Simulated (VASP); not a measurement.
# HfSn2S6 (P-3m1) in VASP: single point with PBE

Aim: the single point of HfSn2S6 with PBE.

Everything below comes from runs of VASP 6.6.1. Logs are shortened: lines on timing, memory, paths and dates and some standing lists are left out, and cuts for length are marked.

### 1 The cell of the first run

The structure is trigonal, space group P-3m1 (No. 164). Conventional cell: a = 3.684 Å, b = 3.684 Å, c = 20.417 Å, α = 90.00°, β = 90.00°, γ = 120.00°. Hf (site symmetry -3m) has 6 S at 2.56 Å within 3.4 Å. Sn (site symmetry 3m) has 6 S at 2.59 Å within 3.4 Å. Within 3.4 Å of S (site symmetry 3m) lie 3 Sn at 2.59 Å. Within 3.4 Å of S (site symmetry 3m) lie 3 Sn at 2.59 Å. S (site symmetry 3m) has 3 Hf at 2.56 Å within 3.4 Å.

### 2 Single point, PBE

Input file INCAR:

```
PREC = Accurate
ENCUT = 520
EDIFF = 1E-6
ISMEAR = 0
SIGMA = 0.02
LREAL = False
LASPH = True
NELM = 100
ALGO = Normal
ISIF = 2
LWAVE = False
LCHARG = False
GGA = PE
NBANDS = 47
```

Input file KPOINTS:

```
Automatic mesh
0
Gamma
  12 12 2
```

Input file POSCAR:

```
HfSn2S6
1.0
    3.6843341846      0.0000000000      0.0000000000
   -1.8421670923      3.1907269999      0.0000000000
    0.0000000000      0.0000000000     20.4166230668
Hf Sn S
1 2 6
Direct
    0.0000000000      0.0000000000      0.5000000000
    0.0000000000      0.0000000000      0.8318259473
    0.0000000000      0.0000000000      0.1681740527
    0.3333333333      0.6666666667      0.9045602579
    0.3333333333      0.6666666667      0.2409120518
    0.3333333333      0.6666666667      0.5701019164
    0.6666666667      0.3333333333      0.0954397421
    0.6666666667      0.3333333333      0.4298980836
    0.6666666667      0.3333333333      0.7590879482
```

Potentials or basis: VASP PAW PBE potentials, release 64 (Hf_pv, Sn_d, S).

Run with:

```console
cat potpaw_PBE.64/Hf_pv/POTCAR potpaw_PBE.64/Sn_d/POTCAR potpaw_PBE.64/S/POTCAR > POTCAR
mpirun -np 1 vasp_std > vasp.out
```

OUTCAR:

```text
PREC = Accurate
   ENCUT = 520
   EDIFF = 1E-6
   ISMEAR = 0
   LREAL = False
   LASPH = True
   NELM = 100
   ISIF = 2
   GGA = PE

 ion  position               nearest neighbor table
   1  0.000  0.000  0.500-   6 2.56   8 2.56   8 2.56   6 2.56   8 2.56   6 2.56
   2  0.000  0.000  0.832-   4 2.59   4 2.59   4 2.59   9 2.59   9 2.59   9 2.59
   3  0.000  0.000  0.168-   7 2.59   7 2.59   7 2.59   5 2.59   5 2.59   5 2.59
   4  0.333  0.667  0.905-   2 2.59   2 2.59   2 2.59
   5  0.333  0.667  0.241-   3 2.59   3 2.59   3 2.59
   6  0.333  0.667  0.570-   1 2.56   1 2.56   1 2.56
   7  0.667  0.333  0.095-   3 2.59   3 2.59   3 2.59
   8  0.667  0.333  0.430-   1 2.56   1 2.56   1 2.56
   9  0.667  0.333  0.759-   2 2.59   2 2.59   2 2.59

  LATTYP: Found a hexagonal cell.
 ALAT       =     3.6843341846
 C/A-ratio  =     5.5414688364

  Lattice vectors:

 A1 = (   3.6843341846,   0.0000000000,   0.0000000000)
 A2 = (  -1.8421670923,   3.1907269999,   0.0000000000)
 A3 = (   0.0000000000,   0.0000000000,  20.4166230668)

Analysis of symmetry for initial positions (statically):
=====================================================================
 Subroutine PRICEL returns:
 Original cell was already a primitive cell.

 Routine SETGRP: Setting up the symmetry group for a
 hexagonal supercell.

 Subroutine GETGRP returns: Found 12 space group operations
 (whereof 12 operations were pure point group operations)
 out of a pool of 24 trial point group operations.

The static configuration has the point symmetry D_3d.

Analysis of symmetry for dynamics (positions and initial velocities):
=====================================================================
 Subroutine PRICEL returns:
 Original cell was already a primitive cell.

 Routine SETGRP: Setting up the symmetry group for a
 hexagonal supercell.

 Subroutine GETGRP returns: Found 12 space group operations
 (whereof 12 operations were pure point group operations)
 out of a pool of 24 trial point group operations.

The dynamic configuration has the point symmetry D_3d.

 Subroutine INISYM returns: Found 12 space group operations
 (whereof 12 operations are pure point group operations),
 and found     1 'primitive' translations

----------------------------------------------------------------------------------------

                                     Primitive cell

  volume of cell :     240.0118

  direct lattice vectors                    reciprocal lattice vectors
     3.684334185  0.000000000  0.000000000     0.271419461  0.156704099  0.000000000
    -1.842167092  3.190727000  0.000000000     0.000000000  0.313408198  0.000000000
     0.000000000  0.000000000 20.416623067     0.000000000  0.000000000  0.048979696

  length of vectors
     3.684334185  3.684334185 20.416623067     0.313408198  0.313408198  0.048979696

  position of ions in fractional coordinates (direct lattice)
     0.000000000  0.000000000  0.500000000
     0.000000000  0.000000000  0.831825947
     0.000000000  0.000000000  0.168174053
     0.333333333  0.666666667  0.904560258
     0.333333333  0.666666667  0.240912052
     0.333333333  0.666666667  0.570101916
     0.666666667  0.333333333  0.095439742
     0.666666667  0.333333333  0.429898084
     0.666666667  0.333333333  0.759087948

  ion indices of the primitive-cell ions
   primitive index   ion index
                 1           1
                 2           2
                 3           3
                 4           4
                 5           5
                 6           6
                 7           7
                 8           8
                 9           9

----------------------------------------------------------------------------------------

 KPOINTS: Automatic mesh

Automatic generation of k-mesh.
 Grid dimensions read from file:
 generate k-points for:   12   12    2

 Generating k-lattice:

  Cartesian coordinates                     Fractional coordinates (reciprocal lattice)
     0.022618288  0.013058675  0.000000000     0.083333333  0.000000000  0.000000000
     0.000000000  0.026117350  0.000000000     0.000000000  0.083333333  0.000000000
     0.000000000  0.000000000  0.024489848     0.000000000  0.000000000  0.500000000

  Length of vectors
     0.026117350  0.026117350  0.024489848

  Shift w.r.t. Gamma in fractional coordinates (k-lattice)
     0.000000000  0.000000000  0.000000000

 Subroutine IBZKPT returns following result:
 ===========================================

 Found     38 irreducible k-points:

 Following reciprocal coordinates:
            Coordinates               Weight
  0.000000  0.000000  0.000000      1.000000
  0.083333 -0.000000  0.000000      6.000000
  0.166667 -0.000000  0.000000      6.000000
  0.250000 -0.000000  0.000000      6.000000
  0.333333 -0.000000  0.000000      6.000000
  0.416667  0.000000  0.000000      6.000000
[... 16 lines left out ...]
  0.250000 -0.000000  0.500000      6.000000
  0.333333 -0.000000  0.500000      6.000000
 [... further k-points ...]
   k-points           NKPTS =     38   k-points in BZ     NKDIM =     38   number of bands    NBANDS=     47
   number of dos      NEDOS =    301   number of ions     NIONS =      9
   total plane-waves  NPLWV = 125440
   dimension x,y,z NGX =    28 NGY =   28 NGZ =  160
   dimension x,y,z NGXF=    56 NGYF=   56 NGZF=  320
   ions per type =               1   2   6
   NGX,Y,Z   is equivalent  to a cutoff of  12.63, 12.63, 13.03 a.u.
   NGXF,Y,Z  is equivalent  to a cutoff of  25.27, 25.27, 26.06 a.u.
 SYSTEM =  unknown system
   PREC   = accura    normal or accurate (medium, high low for compatibility)
   ISTART =      0    job   : 0-new  1-cont  2-samecut
   ICHARG =      2    charge: 1-file 2-atom 10-const
   ISPIN  =      1    spin polarized calculation?
   LNONCOLLINEAR =      F non collinear calculations
   LSORBIT =      F    spin-orbit coupling
   LASPH  =      T    aspherical Exc in radial PAW
   ENCUT  =  520.0 eV  38.22 Ry    6.18 a.u.   6.85  6.85 37.96*2*pi/ulx,y,z
   NELM   =    100;   NELMIN=  2; NELMDL= -5     # of ELM steps
   EDIFF  = 0.1E-05   stopping-criterion for ELM
   LREAL  =      F    real-space projection
   EDIFFG = 0.1E-04   stopping-criterion for IOM
   NSW    =      0    number of steps for IOM
   IBRION =     -1    ionic relax: 0-MD 1-quasi-New 2-CG
   NFREE  =      0    steps in history (QN), initial steepest desc. (CG)
   ISIF   =      2    stress and relaxation
   ISYM   =      2    0-nonsym 1-usesym 2-fastsym
   POTIM  = 0.5000    time-step for ionic-motion
   TEBEG  =    0.0;   TEEND  =   0.0 temperature during run
   PSTRESS=    0.0 pullay stress
   NELECT =      74.0000    total number of electrons
   NUPDOWN=      -1.0000    fix difference up-down
   EMIN   =  10.00;   EMAX   =-10.00  energy-range for DOS
   EFERMI =   0.00;   METHOD = LEGACY
   ISMEAR =     0;   SIGMA  =   0.02  broadening in eV -4-tet -1-fermi 0-gaus
   EFERMI_NEDOS =   21; number of points for ismear=-14 and -15
   IALGO  =     38    algorithm
   IMIX   =      4    mixing-type and parameters
     AMIX     =   0.40;   BMIX     =  1.00
     AMIX_MAG =   1.60;   BMIX_MAG =  1.00
  volume/ion in A,a.u.               =      26.67       179.96
  Fermi-wavevector in a.u.,A,eV,Ry     =   1.105965  2.089970 16.642070  1.223158
  Thomas-Fermi vector in A             =   2.242459
   LORBIT       =      0    0 simple, 1 ext, 2 COOP (PROOUT), +10 PAW based schemes
   GGA     = PE    functional components
   LHFCALC =     F    Hartree Fock is set to
   AEXX    =    0.0000 exact exchange contribution
   IVDW    =     0    specifies the selected vdW correction
   LEPSILON=     F    determine dielectric tensor
   LRPA    =     F    only Hartree local field effects (RPA)
 non-spin polarized calculation
 Gauss-broadening in eV      SIGMA  =   0.02
  energy-cutoff  :      520.00
  volume of cell :      240.01
 maximum number of plane-waves:      6504
 NGX is ok and might be reduce to    28
   NGX = 13   NGY = 13   NGZ = 75

 number of electron      74.0000014 magnetization

 Free energy of the ion-electron system (eV)
  ---------------------------------------------------
  ext. energy  EPLUGINS =         0.00000000
  ---------------------------------------------------
  free energy    TOTEN  =       -49.36772064 eV

  energy without entropy =      -49.36772064  energy(sigma->0) =      -49.36772064

 E-fermi :   2.7069     XC(G=0):  -8.6249

 val. band max:        2.5906911056   @ k =   0.0000   0.0000   0.5000
 cond. band min:       3.8133048718   @ k =   0.5000  -0.0000   0.5000
 fundamental gap:      1.2226137662
 Fermi energy:         2.7069003284

 k-point     1 :       0.0000    0.0000    0.0000
  band No.  band energies     occupation
      1     -28.0935      2.00000
      2     -27.9858      2.00000
      3     -27.9858      2.00000
      4     -18.4624      2.00000
      5     -18.4624      2.00000
      6     -18.4624      2.00000
[... 39 lines left out ...]
     46       7.7225      0.00000
     47       7.7426      0.00000

 k-point     2 :       0.0833   -0.0000    0.0000
  band No.  band energies     occupation
      1     -28.0914      2.00000
      2     -27.9969      2.00000
      3     -27.9883      2.00000
      4     -18.4660      2.00000
      5     -18.4660      2.00000
      6     -18.4585      2.00000
[... 39 lines left out ...]
     46       7.6830      0.00000
     47       7.9166      0.00000

 k-point     3 :       0.1667   -0.0000    0.0000
  band No.  band energies     occupation
      1     -28.0858      2.00000
      2     -28.0268      2.00000
      3     -27.9951      2.00000
      4     -18.4773      2.00000
      5     -18.4773      2.00000
      6     -18.4488      2.00000
[... 1039 lines left out ...]
     46       8.3072      0.00000
     47       8.4785      0.00000

 k-point    24 :       0.3333   -0.0000    0.5000
  band No.  band energies     occupation
      1     -28.1080      2.00000
      2     -28.0698      2.00000
      3     -28.0136      2.00000
      4     -18.5127      2.00000
      5     -18.5127      2.00000
      6     -18.4336      2.00000
[... 39 lines left out ...]
     46       8.5093      0.00000
     47       8.6172      0.00000

 [... further k-points ...]
[... 5 lines left out ...]
  --------------------------------------------------------------------------------------
  -------------------------------------------------------------------------------------
  Total       -0.3468529     -0.3468529     -0.2633574      0.0000000      0.0000000      0.0000000
  in kB       -2.3153857     -2.3153857     -1.7580190      0.0000000      0.0000000      0.0000000
  external PRESSURE =      -2.1295968 kB  Pullay stress =       0.0000000 kB

 VOLUME and BASIS-vectors are now :
 -----------------------------------------------------------------------------
  energy-cutoff  :      520.00
  volume of cell :      240.01
      direct lattice vectors                 reciprocal lattice vectors
     3.684334185  0.000000000  0.000000000     0.271419461  0.156704099  0.000000000
    -1.842167092  3.190727000  0.000000000     0.000000000  0.313408198  0.000000000
     0.000000000  0.000000000 20.416623067     0.000000000  0.000000000  0.048979696

 POSITION                                       TOTAL-FORCE (eV/Angst)
 -----------------------------------------------------------------------------------
      0.00000      0.00000     10.20831         0.000000      0.000000      0.000000
      0.00000      0.00000     16.98308        -0.000000      0.000000     -0.000426
      0.00000      0.00000      3.43355         0.000000      0.000000      0.000426
     -0.00000      2.12715     18.46807        -0.000000      0.000000     -0.014230
     -0.00000      2.12715      4.91861         0.000000      0.000000     -0.014586
     -0.00000      2.12715     11.63956        -0.000000     -0.000000     -0.063008
      1.84217      1.06358      1.94856         0.000000     -0.000000      0.014230
      1.84217      1.06358      8.77707        -0.000000      0.000000      0.063008
      1.84217      1.06358     15.49801        -0.000000     -0.000000      0.014586
 -----------------------------------------------------------------------------------
    total drift:                               -0.000000      0.000000      0.000000

  FREE ENERGIE OF THE ION-ELECTRON SYSTEM (eV)
  ---------------------------------------------------
  free  energy   TOTEN  =       -49.3677206413 eV

  energy  without entropy=      -49.3677206413  energy(sigma->0) =      -49.36772064
```

Wall time 6.1 min (1 thread of AMD EPYC 7R13 (Zen 3), shared host); peak memory 0.54 GiB.

What came out:

```yaml
Free_energy: -49.3677 eV
Pressure: -0.2 GPa
Largest_force: 0.063 eV/Å
Band_gap_on_the_k_mesh: 1.22 eV, indirect (least direct gap 1.76 eV)
```

Forces in eV/Å, atoms in the order of the input:
```
Hf   0.000  0.000  0.000
Sn   0.000  0.000  0.000
Sn   0.000  0.000  0.000
S    0.000  0.000 -0.014
S    0.000  0.000 -0.015
S    0.000  0.000 -0.063
S    0.000  0.000  0.014
S    0.000  0.000  0.063
S    0.000  0.000  0.015
```

Caveat: spin-orbit coupling is left out, which moves the levels of the heavy elements; this functional lacks dispersion, which binds the layers, so the pressure and a relaxed spacing across them are unreliable. A k mesh can miss the band edges.
